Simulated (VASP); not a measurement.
# CuO (F-43m) in VASP: notebook

CuO is run at these levels: PBE+U, r2SCAN+D3(BJ); tasks: relaxation of cell and atoms.

All numbers are computed with VASP 6.6.1; they aren't measurements. Logs are shortened: lines on timing, memory, paths and dates and some standing lists are left out, and cuts for length are marked.

### Step 1. The cell of the first run

Symmetry: F-43m, No. 216, cubic system. Conventional cell: a = 4.655 Å, b = 4.655 Å, c = 4.655 Å, α = 90.00°, β = 90.00°, γ = 90.00°. Within 2.7 Å of Cu (site symmetry -43m) lie 4 O at 2.02 Å. Within 2.7 Å of O (site symmetry -43m) lie 4 Cu at 2.02 Å.

### Step 2. Relaxation of cell and atoms, PBE+U

INCAR reads:

```
SYSTEM = CuO
PREC     = Accurate       ! precision mode
ENCUT    = 600            ! plane-wave cutoff, eV
EDIFF    = 1E-6           ! SCF threshold, eV
ISMEAR   = -1             ! smearing method
SIGMA    = 0.05           ! smearing width, eV
LREAL    = .False.        ! projectors in reciprocal space
LASPH    = .True.         ! aspherical terms in the spheres
NELM     = 150            ! most SCF steps
ALGO     = Normal         ! electronic algorithm
ISIF     = 3              ! what is computed and relaxed
LWAVE    = .False.        ! write WAVECAR
LCHARG   = .False.        ! write CHGCAR
LMAXMIX  = 4              ! l up to which the mixer works
LDAU     = .True.         ! DFT+U
LDAUTYPE = 2            
LDAUL    = 2 -1           ! shell
LDAUU    = 4.5 0          ! U, eV
LDAUJ    = 0 0          
LDAUPRINT= 1            
GGA      = PE             ! functional
IBRION   = 2              ! ionic algorithm
NSW      = 60             ! ionic steps
EDIFFG   = -0.01          ! ionic threshold
```

KPOINTS reads:

```
Automatic mesh
0
Gamma
  10 10 10
  0 0 0
```

POSCAR reads:

```
CuO
1.0
    0.0000000000      2.3272527300      2.3272527300
    2.3272527300      0.0000000000      2.3272527300
    2.3272527300      2.3272527300      0.0000000000
Cu O
1 1
Direct
    0.0000000000      0.0000000000      0.0000000000
    0.2500000000      0.2500000000      0.2500000000
```

Potentials or basis: VASP PAW PBE potentials, release 64 (Cu, O).

Launch:

```sh
> cat potpaw_PBE.64/Cu/POTCAR potpaw_PBE.64/O/POTCAR > POTCAR
> mpirun -np 1 vasp_std > vasp.out
```

OUTCAR:

```text
SYSTEM = CuO
   PREC = Accurate
   ENCUT = 600
   EDIFF = 1E-6
   ISMEAR = -1
   LREAL = .False.
   LASPH = .True.
   NELM = 150
   ISIF = 3
   GGA = PE
   IBRION = 2
   NSW = 60
   EDIFFG = -0.01

 ion  position               nearest neighbor table
   1  0.000  0.000  0.000-   2 2.02   2 2.02   2 2.02   2 2.02
   2  0.250  0.250  0.250-   1 2.02   1 2.02   1 2.02   1 2.02

  LATTYP: Found a face centered cubic cell.
 ALAT       =     4.6545054600

  Lattice vectors:

 A1 = (   0.0000000000,   2.3272527300,   2.3272527300)
 A2 = (   2.3272527300,   0.0000000000,   2.3272527300)
 A3 = (   2.3272527300,   2.3272527300,   0.0000000000)

Analysis of symmetry for initial positions (statically):
=====================================================================
 Subroutine PRICEL returns:
 Original cell was already a primitive cell.

 Routine SETGRP: Setting up the symmetry group for a
 face centered cubic supercell.

 Subroutine GETGRP returns: Found 24 space group operations
 (whereof 24 operations were pure point group operations)
 out of a pool of 48 trial point group operations.

The static configuration has the point symmetry T_d .

Analysis of symmetry for dynamics (positions and initial velocities):
=====================================================================
 Subroutine PRICEL returns:
 Original cell was already a primitive cell.

 Routine SETGRP: Setting up the symmetry group for a
 face centered cubic supercell.

 Subroutine GETGRP returns: Found 24 space group operations
 (whereof 24 operations were pure point group operations)
 out of a pool of 48 trial point group operations.

The dynamic configuration has the point symmetry T_d .

 Subroutine INISYM returns: Found 24 space group operations
 (whereof 24 operations are pure point group operations),
 and found     1 'primitive' translations

----------------------------------------------------------------------------------------

                                     Primitive cell

  volume of cell :      25.2093

  direct lattice vectors                    reciprocal lattice vectors
     0.000000000  2.327252730  2.327252730    -0.214845596  0.214845596  0.214845596
     2.327252730  0.000000000  2.327252730     0.214845596 -0.214845596  0.214845596
     2.327252730  2.327252730  0.000000000     0.214845596  0.214845596 -0.214845596

  length of vectors
     3.291232374  3.291232374  3.291232374     0.372123488  0.372123488  0.372123488

  position of ions in fractional coordinates (direct lattice)
     0.000000000  0.000000000  0.000000000
     0.250000000  0.250000000  0.250000000

  ion indices of the primitive-cell ions
   primitive index   ion index
                 1           1
                 2           2

----------------------------------------------------------------------------------------

 KPOINTS: Automatic mesh

Automatic generation of k-mesh.
 Grid dimensions read from file:
 generate k-points for:   10   10   10

 Generating k-lattice:

  Cartesian coordinates                     Fractional coordinates (reciprocal lattice)
    -0.021484560  0.021484560  0.021484560     0.100000000  0.000000000  0.000000000
     0.021484560 -0.021484560  0.021484560     0.000000000  0.100000000  0.000000000
     0.021484560  0.021484560 -0.021484560     0.000000000  0.000000000  0.100000000

  Length of vectors
     0.037212349  0.037212349  0.037212349

  Shift w.r.t. Gamma in fractional coordinates (k-lattice)
     0.000000000  0.000000000  0.000000000

 Subroutine IBZKPT returns following result:
 ===========================================

 Found     47 irreducible k-points:

 Following reciprocal coordinates:
            Coordinates               Weight
  0.000000  0.000000  0.000000      1.000000
  0.100000  0.000000  0.000000      8.000000
  0.200000  0.000000  0.000000      8.000000
  0.300000  0.000000  0.000000      8.000000
  0.400000  0.000000  0.000000      8.000000
  0.500000  0.000000  0.000000      4.000000
[... 16 lines left out ...]
  0.300000  0.300000  0.000000      6.000000
  0.400000  0.300000  0.000000     24.000000
 [... further k-points ...]
   k-points           NKPTS =     47   k-points in BZ     NKDIM =     47   number of bands    NBANDS=     12
   number of dos      NEDOS =    301   number of ions     NIONS =      2
   total plane-waves  NPLWV =  21952
   dimension x,y,z NGX =    28 NGY =   28 NGZ =   28
   dimension x,y,z NGXF=    56 NGYF=   56 NGZF=   56
   ions per type =               1   1
   NGX,Y,Z   is equivalent  to a cutoff of  14.14, 14.14, 14.14 a.u.
   NGXF,Y,Z  is equivalent  to a cutoff of  28.29, 28.29, 28.29 a.u.
 SYSTEM =  CuO
   PREC   = accura    normal or accurate (medium, high low for compatibility)
   ISTART =      0    job   : 0-new  1-cont  2-samecut
   ICHARG =      2    charge: 1-file 2-atom 10-const
   ISPIN  =      1    spin polarized calculation?
   LNONCOLLINEAR =      F non collinear calculations
   LSORBIT =      F    spin-orbit coupling
   LASPH  =      T    aspherical Exc in radial PAW
   ENCUT  =  600.0 eV  44.10 Ry    6.64 a.u.   6.57  6.57  6.57*2*pi/ulx,y,z
   NELM   =    150;   NELMIN=  2; NELMDL= -5     # of ELM steps
   EDIFF  = 0.1E-05   stopping-criterion for ELM
   LREAL  =      F    real-space projection
   EDIFFG = -.1E-01   stopping-criterion for IOM
   NSW    =     60    number of steps for IOM
   IBRION =      2    ionic relax: 0-MD 1-quasi-New 2-CG
   NFREE  =      1    steps in history (QN), initial steepest desc. (CG)
   ISIF   =      3    stress and relaxation
   ISYM   =      2    0-nonsym 1-usesym 2-fastsym
   POTIM  = 0.5000    time-step for ionic-motion
   TEBEG  =    0.0;   TEEND  =   0.0 temperature during run
   PSTRESS=    0.0 pullay stress
   NELECT =      17.0000    total number of electrons
   NUPDOWN=      -1.0000    fix difference up-down
   EMIN   =  10.00;   EMAX   =-10.00  energy-range for DOS
   EFERMI =   0.00;   METHOD = LEGACY
   ISMEAR =    -1;   SIGMA  =   0.05  broadening in eV -4-tet -1-fermi 0-gaus
   EFERMI_NEDOS =   21; number of points for ismear=-14 and -15
   IALGO  =     38    algorithm
   IMIX   =      4    mixing-type and parameters
     AMIX     =   0.40;   BMIX     =  1.00
     AMIX_MAG =   1.60;   BMIX_MAG =  1.00
  volume/ion in A,a.u.               =      12.60        85.06
  Fermi-wavevector in a.u.,A,eV,Ry     =   1.435614  2.712916 28.041426  2.060987
  Thomas-Fermi vector in A             =   2.554893
   LORBIT       =      0    0 simple, 1 ext, 2 COOP (PROOUT), +10 PAW based schemes
 LDA+U is selected, type is set to LDAUTYPE =  2
   angular momentum for each species LDAUL =     2   -1
   U (eV)           for each species LDAUU =   4.5  0.0
   J (eV)           for each species LDAUJ =   0.0  0.0
   GGA     = PE    functional components
   LHFCALC =     F    Hartree Fock is set to
   AEXX    =    0.0000 exact exchange contribution
   IVDW    =     0    specifies the selected vdW correction
   LEPSILON=     F    determine dielectric tensor
   LRPA    =     F    only Hartree local field effects (RPA)
 conjugate gradient relaxation of ions
 non-spin polarized calculation
  energy-cutoff  :      600.00
  volume of cell :       25.21
 maximum number of plane-waves:       869
 NGX is ok and might be reduce to    28
   NGX = 13   NGY = 13   NGZ = 13

--------------------------------------- Ionic step        1  -------------------------------------------

 number of electron      16.9999992 magnetization

 Free energy of the ion-electron system (eV)
  ---------------------------------------------------
  ext. energy  EPLUGINS =         0.00000000
  ---------------------------------------------------
  free energy    TOTEN  =        -7.86814086 eV

  energy without entropy =       -7.84620270  energy(sigma->0) =       -7.85717178

 E-fermi :   2.4498     XC(G=0): -10.5036

 val. band max:        2.4389524501   @ k =   0.4000   0.1000   0.0000
 cond. band min:       2.4554310118   @ k =   0.3000   0.2000   0.1000
 fundamental gap:      0.0164785617
 Fermi energy:         2.4497848104

 k-point     1 :       0.0000    0.0000    0.0000
  band No.  band energies     occupation
      1     -15.3840      2.00000
      2      -1.9374      2.00000
      3      -1.9374      2.00000
      4      -1.9374      2.00000
      5       0.0114      2.00000
      6       0.0114      2.00000
      7       3.2070      0.00000
      8       3.2070      0.00000
      9       3.2070      0.00000
     10       4.0155      0.00000
     11      17.0493      0.00000
     12      17.0493      0.00000
[... 410 lines left out ...]
  FREE ENERGIE OF THE ION-ELECTRON SYSTEM (eV)
  ---------------------------------------------------
  free  energy   TOTEN  =        -7.9506875269 eV

  energy  without entropy=       -7.9307917625  energy(sigma->0) =       -7.94073964

atom =   1  type =  1  l = 2

 onsite density matrix

spin component  1

  0.9063 -0.0000 -0.0000  0.0000  0.0000
 -0.0000  0.9063 -0.0000 -0.0000  0.0000
 -0.0000 -0.0000  0.9624  0.0000 -0.0000
  0.0000 -0.0000  0.0000  0.9063 -0.0000
  0.0000  0.0000 -0.0000 -0.0000  0.9624

spin component  2

  0.9063 -0.0000 -0.0000  0.0000  0.0000
 -0.0000  0.9063 -0.0000 -0.0000  0.0000
 -0.0000 -0.0000  0.9624  0.0000 -0.0000
  0.0000 -0.0000  0.0000  0.9063 -0.0000
  0.0000  0.0000 -0.0000 -0.0000  0.9624

 occupancies and eigenvectors

  o =  0.9063  v =  1.0000  0.0000  0.0000  0.0000  0.0000  0.0000  0.0000  0.0000  0.0000  0.0000      0.0000  0.0000  0.0000  0.0000  0.0000  0.0000  0.0000  0.0000  0.0000  0.0000
  o =  0.9063  v =  0.0000 -0.5923 -0.0000 -0.8057 -0.0000  0.0000  0.0000  0.0000  0.0000  0.0000      0.0000  0.0000  0.0000  0.0000  0.0000  0.0000  0.0000  0.0000  0.0000  0.0000
  o =  0.9063  v =  0.0000  0.0000  0.0000  0.0000  0.0000  1.0000  0.0000  0.0000  0.0000  0.0000      0.0000  0.0000  0.0000  0.0000  0.0000  0.0000  0.0000  0.0000  0.0000  0.0000
  o =  0.9063  v =  0.0000  0.0000  0.0000  0.0000  0.0000  0.0000 -0.5923 -0.0000 -0.8057 -0.0000      0.0000  0.0000  0.0000  0.0000  0.0000  0.0000  0.0000  0.0000  0.0000  0.0000
  o =  0.9063  v =  0.0000  0.8057 -0.0000 -0.5923  0.0000  0.0000  0.0000  0.0000  0.0000  0.0000      0.0000  0.0000  0.0000  0.0000  0.0000  0.0000  0.0000  0.0000  0.0000  0.0000
  o =  0.9063  v =  0.0000  0.0000  0.0000  0.0000  0.0000  0.0000  0.8057 -0.0000 -0.5923  0.0000      0.0000  0.0000  0.0000  0.0000  0.0000  0.0000  0.0000  0.0000  0.0000  0.0000
  o =  0.9624  v =  0.0000  0.0000  0.9998 -0.0000 -0.0180  0.0000  0.0000  0.0000  0.0000  0.0000      0.0000  0.0000  0.0000  0.0000  0.0000  0.0000  0.0000  0.0000  0.0000  0.0000
  o =  0.9624  v =  0.0000  0.0000  0.0000  0.0000  0.0000  0.0000  0.0000  0.9998 -0.0000 -0.0180      0.0000  0.0000  0.0000  0.0000  0.0000  0.0000  0.0000  0.0000  0.0000  0.0000
  o =  0.9624  v =  0.0000  0.0000  0.0000  0.0000  0.0000  0.0000 -0.0000  0.0180  0.0000  0.9998      0.0000  0.0000  0.0000  0.0000  0.0000  0.0000  0.0000  0.0000  0.0000  0.0000
  o =  0.9624  v =  0.0000 -0.0000  0.0180  0.0000  0.9998  0.0000  0.0000  0.0000  0.0000  0.0000      0.0000  0.0000  0.0000  0.0000  0.0000  0.0000  0.0000  0.0000  0.0000  0.0000

--------------------------------------- Ionic step        3  -------------------------------------------

 number of electron      17.0000006 magnetization

 Free energy of the ion-electron system (eV)
  ---------------------------------------------------
  ext. energy  EPLUGINS =         0.00000000
  ---------------------------------------------------
  free energy    TOTEN  =        -7.95471233 eV

  energy without entropy =       -7.93447872  energy(sigma->0) =       -7.94459553

 E-fermi :   3.5387     XC(G=0): -11.0552

 val. band max:        3.5348044931   @ k =   0.3000   0.2000   0.0000
 cond. band min:       3.5487678481   @ k =   0.5000   0.0000   0.0000
 fundamental gap:      0.0139633549
 Fermi energy:         3.5386890080

 k-point     1 :       0.0000    0.0000    0.0000
  band No.  band energies     occupation
      1     -14.9876      2.00000
      2      -1.4817      2.00000
      3      -1.4817      2.00000
      4      -1.4817      2.00000
      5       0.8422      2.00000
      6       0.8422      2.00000
      7       4.3995      0.00000
      8       4.3995      0.00000
      9       4.3995      0.00000
     10       5.2359      0.00000
     11      18.7827      0.00000
     12      18.7827      0.00000
[... 374 lines left out ...]
  FREE ENERGIE OF THE ION-ELECTRON SYSTEM (eV)
  ---------------------------------------------------
  free  energy   TOTEN  =        -7.9547123346 eV

  energy  without entropy=       -7.9344787241  energy(sigma->0) =       -7.94459553

 reached required accuracy - stopping structural energy minimisation
```

Wall time 43 s (1 thread of Intel Xeon Platinum 8375C at 2.90GHz (Ice Lake), shared host); peak memory 0.17 GiB.

What came out:

```
Free energy                           : -7.9547 eV
Relaxed volume                        : 11.39 Å³/atom
Relaxed cell                          : a = 3.182 Å, b = 3.182 Å, c = 3.182 Å, α = 60.00°, β = 60.00°, γ = 60.00°
Space group after relaxing (to 0.1 Å) : F-43m (No. 216)
Energy gained by relaxing             : 43.3 meV/atom
Ionic steps                           : 3
Pressure after relaxing               : 0.1 GPa
Band gap on the k mesh                : zero (an odd number of electrons rules out a gap without spin polarisation)
```

The path:
```
step  energy change (eV)  largest force (eV/Å)  pressure (GPa)  volume (Å³)
   1              0.0000                0.0000          -10.46        25.21
   2             -0.0825                0.0000            2.71        22.32
   3             -0.0866                0.0000            0.10        22.78
```

Final structure:
```
CELL_PARAMETERS angstrom
0.00000 2.24990 2.24990
2.24990 0.00000 2.24990
2.24990 2.24990 0.00000
ATOMIC_POSITIONS crystal
Cu 0.00000 0.00000 0.00000
O 0.25000 0.25000 0.25000
```

Eigenvalues of the final occupation matrices:
```
    site  spin  trace               eigenvalues
site 1 d     1   4.64  0.91 0.91 0.91 0.96 0.96
site 1 d     2   4.64  0.91 0.91 0.91 0.96 0.96
```

Caveat: an odd number of electrons without spin polarisation forces a metal; a magnetic or distorted state may lie lower; U without spin polarisation on a metal has little footing.

### Step 3. Relaxation of cell and atoms, r2SCAN+D3(BJ)

POSCAR is that of step 2.

INCAR.step1 reads:

```
SYSTEM = CuO
PREC     = Accurate       ! precision mode
ENCUT    = 600            ! plane-wave cutoff, eV
ISMEAR   = -1             ! smearing method
SIGMA    = 0.05           ! smearing width, eV
LREAL    = .False.        ! projectors in reciprocal space
LASPH    = .True.         ! aspherical terms in the spheres
NELM     = 100            ! most SCF steps
GGA      = PE             ! functional
ALGO     = Normal         ! electronic algorithm
EDIFF    = 1E-4           ! SCF threshold, eV
LWAVE    = .True.         ! write WAVECAR
LCHARG   = .False.        ! write CHGCAR
```

INCAR.step2 reads:

```
SYSTEM = CuO
PREC     = Accurate       ! precision mode
ENCUT    = 600            ! plane-wave cutoff, eV
EDIFF    = 1E-7           ! SCF threshold, eV
ISMEAR   = -1             ! smearing method
SIGMA    = 0.05           ! smearing width, eV
LREAL    = .False.        ! projectors in reciprocal space
LASPH    = .True.         ! aspherical terms in the spheres
NELM     = 100            ! most SCF steps
ALGO     = Normal         ! electronic algorithm
ISIF     = 3              ! what is computed and relaxed
LWAVE    = .False.        ! write WAVECAR
LCHARG   = .False.        ! write CHGCAR
METAGGA  = R2SCAN         ! meta-GGA
LMIXTAU  = .True.       
IVDW     = 12             ! dispersion correction
VDW_S6   = 1.0          
VDW_S8   = 0.78981345   
VDW_A1   = 0.49484001   
VDW_A2   = 5.73083694   
IBRION   = 2              ! ionic algorithm
NSW      = 60             ! ionic steps
EDIFFG   = -0.01          ! ionic threshold
ISTART   = 1
```

KPOINTS is that of step 2.

Potentials or basis: VASP PAW PBE potentials, release 64 (Cu, O).

Launch:

```sh
> cat potpaw_PBE.64/Cu/POTCAR potpaw_PBE.64/O/POTCAR > POTCAR
> cp INCAR.step1 INCAR
> mpirun -np 1 vasp_std > vasp.out
> cp INCAR.step2 INCAR
> mpirun -np 1 vasp_std > vasp.out
```

Wall time 3.9 min (1 thread of Intel Xeon Platinum 8375C at 2.90GHz (Ice Lake), shared host); peak memory 0.18 GiB.

Results (log left out):

- Free energy: -18.1370 eV
- Relaxed volume: 11.03 Å³/atom
- Relaxed cell: a = 3.148 Å, b = 3.148 Å, c = 3.148 Å, α = 60.00°, β = 60.00°, γ = 60.00°
- Space group after relaxing (to 0.1 Å): F-43m (No. 216)
- Energy gained by relaxing: 88.5 meV/atom
- Ionic steps: 3
- Pressure after relaxing: -0.1 GPa
- Band gap on the k mesh: zero (an odd number of electrons rules out a gap without spin polarisation)
- Dispersion energy per atom: -0.123 eV

Step by step:
| step | energy change (eV) | largest force (eV/Å) | pressure (GPa) | volume (Å³) |
| --- | --- | --- | --- | --- |
| 1 | 0.0000 | 0.0000 | -15.89 | 25.21 |
| 2 | -0.1435 | 0.0000 | 9.81 | 20.92 |
| 3 | -0.1770 | 0.0000 | -0.10 | 22.07 |

Final structure:
```yaml
crystal:
  lattice:
    - [0.00000, 2.22621, 2.22621]
    - [2.22621, 0.00000, 2.22621]
    - [2.22621, 2.22621, 0.00000]
  atoms:
    - { symbol: Cu, position: [0.00000, 0.00000, 0.00000] }
    - { symbol: O, position: [0.25000, 0.25000, 0.25000] }
```

Levels at points of the mesh, in eV from the Fermi level:
```tsv
k point	band 6	band 7	band 8	band 9	band 10	band 11	band 12
(0.00, 0.00, 0.00)	-2.25	0.87	0.87	0.87	1.41	15.45	15.45
(0.50, 0.00, 0.00)	-2.11	-1.92	-0.03	-0.03	6.87	8.64	14.92
(0.50, 0.50, 0.00)	-2.00	-1.53	-1.23	-1.23	6.33	11.22	12.13
```

Caveat: the PAW data sets were made with another functional, which shifts forces and pressure a little; an odd number of electrons without spin polarisation forces a metal; a magnetic or distorted state may lie lower; semilocal functionals often make such compounds metallic where correlation or magnetic order opens a gap, which also shifts bond lengths.
